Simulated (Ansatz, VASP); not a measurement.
**BiSb3O2: VASP beside Ansatz**

```xyz
6
Lattice="3.1292 0.0000 0.0000 0.0000 3.1292 0.0000 0.0000 0.0000 12.4795" Properties=species:S:1:pos:R:3 pbc="T T T"
Sb    0.0000    0.0000    8.9391
Sb    0.0000    0.0000    3.5404
Sb    1.5646    1.5646    6.2397
Bi    0.0000    0.0000    0.0000
O     1.5646    1.5646   11.1610
O     1.5646    1.5646    1.3185
```

Change from the starting cell: species swapped into the Er2Mg3Ru type (P4/mmm, No. 123).

Alike in both runs: functional PBE; k mesh 12 × 12 × 4; occupations gaussian, width 0.1 eV; no spin polarisation.

Ansatz relaxed the structure, and its values are those at the end. VASP's run is a single point on that final structure, the one shown.

|  | VASP | Ansatz |
| --- | --- | --- |
| version | VASP 6.6.1 | Ansatz 0.2.0 |
| potentials or method | VASP PAW PBE potentials, release 64 (Sb, Bi_d, O), cutoff 520 eV | scalar-relativistic, plane waves, PAW |
| valence electrons in the cell | 42 | 72 |

|  | VASP | Ansatz | Ansatz less VASP |
| --- | --- | --- | --- |
| gap on the k mesh at the Fermi level (eV) | none | none | - |
| pressure (GPa) | -0.3 | 0.0 | +0.31 |
| rms of the force components (eV/Å) | 0.007 | 0.000 | -0.0063 |

A gap of «none» marks a metal or a gap that the smearing closes. VASP's potentials hold 42 valence electrons a cell and Ansatz's 72, so a difference there can come from the potentials and not from the codes.

Spin-orbit coupling is off throughout.
